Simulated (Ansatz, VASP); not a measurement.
## TePb: VASP beside Ansatz

```
Te Pb
1.0
     0.00000    3.20523    3.20523
     3.20523    0.00000    3.20523
     3.20523    3.20523    0.00000
Te Pb
1 1
Direct
  0.50000 0.50000 0.50000
  0.00000 0.00000 0.00000
```

Alike in both runs: task single point; functional PBEsol; k mesh 6 × 6 × 6; no spin polarisation.

```csv
,VASP,Ansatz
version,VASP 6.6.1,Ansatz 0.2.0
potentials or method,"VASP PAW PBE potentials, release 64 (Te, Pb_d), cutoff 520 eV","all-electron LAPW, scalar-relativistic"
occupations,"gaussian, width 0.01 eV",fixed
```

Ansatz gave:

```
gap on the k mesh at the Fermi level (eV) : 0.61
pressure (GPa)                            : 0.7
```

Q: Which values does VASP return?

A: gap on the k mesh at the Fermi level (eV): 0.62; pressure (GPa): 0.7.

VASP's potentials were made for PBE, not for PBEsol. Ansatz ran all-electron here, and VASP with PAW potentials.

Spin-orbit coupling is off throughout.
